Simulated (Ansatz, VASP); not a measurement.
## One calculation of Cu, two programs

POSCAR

```
Cu
1.0
   -1.4427933200      1.4427933200      1.3760814500
    1.4427933200     -1.4427933200      1.3760814500
    1.4427933200      1.4427933200     -1.3760814500
Cu
1
Direct
    0.0000000000      0.0000000000      0.0000000000
```

INCAR.step1

```
SYSTEM = Cu
ALGO = Normal
EDIFF = 1E-4
ENCUT = 600
GGA = PE
ISMEAR = 0
LASPH = .True.
LCHARG = .False.
LREAL = .False.
LWAVE = .True.
NELM = 80
PREC = Accurate
SIGMA = 0.1
```

File INCAR.step2:

```
SYSTEM = Cu
ALGO = Normal
EDIFF = 1E-7
EDIFFG = -0.01
ENCUT = 600
IBRION = 2
ISIF = 3
ISMEAR = 0
ISTART = 1
LASPH = .True.
LCHARG = .False.
LMIXTAU = .True.
LREAL = .False.
LWAVE = .False.
METAGGA = R2SCAN
NELM = 80
NSW = 80
PREC = Accurate
SIGMA = 0.1
```

File KPOINTS:

```
k-points
0
Gamma
  4 4 4
  0 0 0
```

Input for Ansatz:

```yaml
crystal:
  lattice:
    - [-1.44279332, 1.44279332, 1.37608145]
    - [1.44279332, -1.44279332, 1.37608145]
    - [1.44279332, 1.44279332, -1.37608145]
  atoms:
    - { symbol: Cu, position: [0.0, 0.0, 0.0] }
basis:
  ecutwfc: 500
kpoints:
  mp_grid: { grid: [4, 4, 4] }
hamiltonian:
  xc: r2scan
scf:
  occupations: { method: gaussian, width: 0.1 }
output:
  forces: true
  stress: true
  eigenvalues: true
relax:
  adjacent_minimum: "off"
  f_tol: 0.01
  max_steps: 60
  cell: { stress_tol: 0.05 }
```

Alike in both runs: task relaxation of cell and atoms; functional r2SCAN; k mesh 4 × 4 × 4; occupations gaussian, width 0.1 eV; no spin polarisation.

```csv
,VASP,Ansatz
version,VASP 6.6.1,Ansatz 0.2.0
potentials or method,"VASP PAW PBE potentials, release 64 (Cu), cutoff 600 eV","scalar-relativistic, plane waves, PAW"
valence electrons in the cell,11,19
```

```tsv
	VASP	Ansatz	Ansatz less VASP
gap on the k mesh at the Fermi level, each at its own relaxed structure (eV)	none	none	-
relaxed volume (Å³/atom)	11.49	11.45	-0.045
relaxed length of the cell vector where the two differ most in proportion (Å)	2.465	2.461	-0.0033
```

VASP's potentials were made for PBE, not for r2SCAN. A gap of «none» marks a metal or a gap that the smearing closes. VASP's potentials hold 11 valence electrons a cell and Ansatz's 19, so a difference there can come from the potentials and not from the codes.

The k mesh is coarse, so the values compare programs but aren't converged.
